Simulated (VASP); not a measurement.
# AlN (P1) in VASP: notebook, part 2 of 2

VASP 6.6.1. The steps go on from the part before.

## (3) Single point, r2SCAN (atom 1 (Al) moved by (-0.225, +0.000) A along x and z)

The input, POSCAR:

```
AlN
1.0
    3.1066653383      0.0000000000      0.0000000000
   -1.5533326691      2.6904511040      0.0000000000
    0.0000000000      0.0000000000      4.9784048429
Al N
2 2
Direct
    0.2609084097      0.6666666667      0.0016929024
    0.6666666667      0.3333333333      0.5016929024
    0.3333333333      0.6666666667      0.3833070976
    0.6666666667      0.3333333333      0.8833070976
```

The input, INCAR.step1:

```
PREC = Accurate
ENCUT = 520
ISMEAR = 0
SIGMA = 0.05
LREAL = F
LASPH = T
NELM = 60
NBANDS = 16
GGA = PE
ALGO = Normal
EDIFF = 1E-4
LWAVE = T
LCHARG = F
```

The input, INCAR.step2:

```
PREC = Accurate
ENCUT = 520
EDIFF = 1E-6
ISMEAR = 0
SIGMA = 0.05
LREAL = F
LASPH = T
NELM = 60
ALGO = Normal
ISIF = 2
LWAVE = F
LCHARG = F
METAGGA = R2SCAN
LMIXTAU = T
NBANDS = 16
ISTART = 1
```

The input, KPOINTS:

```
Automatic mesh
0
Gamma
  12 12 6
```

Potentials or basis: VASP PAW PBE potentials, release 64 (Al, N).

Launch:

```
$ cat potpaw_PBE.64/Al/POTCAR potpaw_PBE.64/N/POTCAR > POTCAR
$ cp INCAR.step1 INCAR
$ mpirun -np 1 vasp_std > vasp.out
$ cp INCAR.step2 INCAR
$ mpirun -np 1 vasp_std > vasp.out
```

OUTCAR:

```text
PREC = Accurate
   ENCUT = 520
   EDIFF = 1E-6
   ISMEAR = 0
   LREAL = F
   LASPH = T
   NELM = 60
   ISIF = 2
   METAGGA = R2SCAN
   ISTART = 1

 ion  position               nearest neighbor table
   1  0.261  0.667  0.002-   4 1.71   4 1.90   3 1.91   4 2.08   2 2.96   2 2.96   2 3.08   2 3.08
                             2 3.19   2 3.19
   2  0.667  0.333  0.502-   3 1.89   3 1.89   3 1.89   4 1.90   1 2.96   1 2.96   1 3.08   1 3.08
                             1 3.19   1 3.19
   3  0.333  0.667  0.383-   2 1.89   2 1.89   2 1.89   1 1.91
   4  0.667  0.333  0.883-   1 1.71   2 1.90   1 1.90   1 2.08

  LATTYP: Found a hexagonal cell.
 ALAT       =     3.1066653383
 C/A-ratio  =     1.6024915145

  Lattice vectors:

 A1 = (   3.1066653383,   0.0000000000,   0.0000000000)
 A2 = (  -1.5533326691,   2.6904511040,   0.0000000000)
 A3 = (   0.0000000000,   0.0000000000,   4.9784048429)

Analysis of symmetry for initial positions (statically):
=====================================================================
 Subroutine PRICEL returns:
 Original cell was already a primitive cell.
[... 177 lines left out ...]
 cond. band min:      10.7617267176   @ k =   0.0000   0.0000   0.0000
 fundamental gap:      4.6895259729
 Fermi energy:         6.3733196484

 k-point     1 :       0.0000    0.0000    0.0000
  band No.  band energies     occupation
      1     -10.0751      2.00000
      2      -7.9610      2.00000
      3      -0.1552      2.00000
      4       4.7394      2.00000
      5       5.1890      2.00000
      6       5.4830      2.00000
[... 433 lines left out ...]
      3       0.5739      2.00000
      4       2.9960      2.00000
      5       3.6109      2.00000
      6       4.5328      2.00000
[... 8 lines left out ...]
     15      19.7272      0.00000
     16      20.1740      0.00000

 [... further k-points ...]

------------------------ aborting loop because EDIFF is reached ----------------------------------------

  FORCE on cell =-STRESS in cart. coord.  units (eV):
  Direction    XX          YY          ZZ          XY          YZ          ZX
  --------------------------------------------------------------------------------------
  -------------------------------------------------------------------------------------
  Total        1.5606516      0.7408102      0.2048091      2.2979787      0.7687138      1.3624486
  in kB       60.0906283     28.5238247      7.8858790     88.4803428     29.5982100     52.4591111
  external PRESSURE =      32.1667773 kB  Pullay stress =       0.0000000 kB

 VOLUME and BASIS-vectors are now :
 -----------------------------------------------------------------------------
  energy-cutoff  :      520.00
  volume of cell :       41.61
      direct lattice vectors                 reciprocal lattice vectors
     3.106665338  0.000000000  0.000000000     0.321888550  0.185842441  0.000000000
    -1.553332669  2.690451104  0.000000000     0.000000000  0.371684882  0.000000000
     0.000000000  0.000000000  4.978404843     0.000000000  0.000000000  0.200867553

 POSITION                                       TOTAL-FORCE (eV/Angst)
 -----------------------------------------------------------------------------------
     -0.22500      1.79363      0.00843         4.006758      1.421585      0.843259
      1.55333      0.89682      2.49763        -0.150645     -0.041877      0.066842
     -0.00000      1.79363      1.90826        -0.376502     -0.003832     -0.132441
      1.55333      0.89682      4.39746        -3.479610     -1.375875     -0.777660
 -----------------------------------------------------------------------------------
    total drift:                                0.000223     -0.000041      0.000975

  FREE ENERGIE OF THE ION-ELECTRON SYSTEM (eV)
  ---------------------------------------------------
  free  energy   TOTEN  =       -38.0231171032 eV

  energy  without entropy=      -38.0231171032  energy(sigma->0) =      -38.02311710
```

OSZICAR.step1:

```text
N       E                     dE             d eps       ncg     rms          rms(c)
DAV:   1     0.417325590029E+02    0.41733E+02   -0.73659E+03 13952   0.898E+02
DAV:   2    -0.308118186294E+02   -0.72544E+02   -0.66828E+02 19584   0.188E+02
DAV:   3    -0.342695772158E+02   -0.34578E+01   -0.34482E+01 17200   0.426E+01
DAV:   4    -0.342905120869E+02   -0.20935E-01   -0.20933E-01 17896   0.374E+00
DAV:   5    -0.342907877862E+02   -0.27570E-03   -0.27570E-03 17520   0.433E-01    0.124E+01
DAV:   6    -0.293451353238E+02    0.49457E+01   -0.10972E+01 16928   0.242E+01    0.427E+00
DAV:   7    -0.293615797755E+02   -0.16444E-01   -0.69500E-01 15592   0.593E+00    0.299E+00
DAV:   8    -0.293507057106E+02    0.10874E-01   -0.59598E-02 16912   0.224E+00    0.511E-01
DAV:   9    -0.293465287409E+02    0.41770E-02   -0.11552E-02 19240   0.795E-01    0.243E-01
DAV:  10    -0.293471072274E+02   -0.57849E-03   -0.19957E-03 15544   0.291E-01    0.108E-01
DAV:  11    -0.293470544363E+02    0.52791E-04   -0.20940E-04 14968   0.117E-01
   1 F= -.29347054E+02 E0= -.29347054E+02  d E =-.261784E-14
```

Wall time 18 min (1 thread of Intel Xeon 8259CL, shared host); peak memory 0.35 GiB.

What came out:

* Free energy: -38.0231 eV
* Pressure: 3.2 GPa
* Largest force: 4.334 eV/Å
* Band gap on the k mesh: 4.69 eV

Forces in eV/Å, atoms in the order of the input:
```
Al   4.007  1.422  0.843
Al  -0.151 -0.042  0.067
N   -0.377 -0.004 -0.132
N   -3.480 -1.376 -0.778
```

Caveat: the cell differs from its parent crystal (atom 1 (Al) moved by (-0.225, +0.000) A along x and z); the stress differs along the axes, from 1 to 6 GPa; the PAW data sets were made with another functional, which shifts forces and pressure a little. A k mesh can miss the band edges.
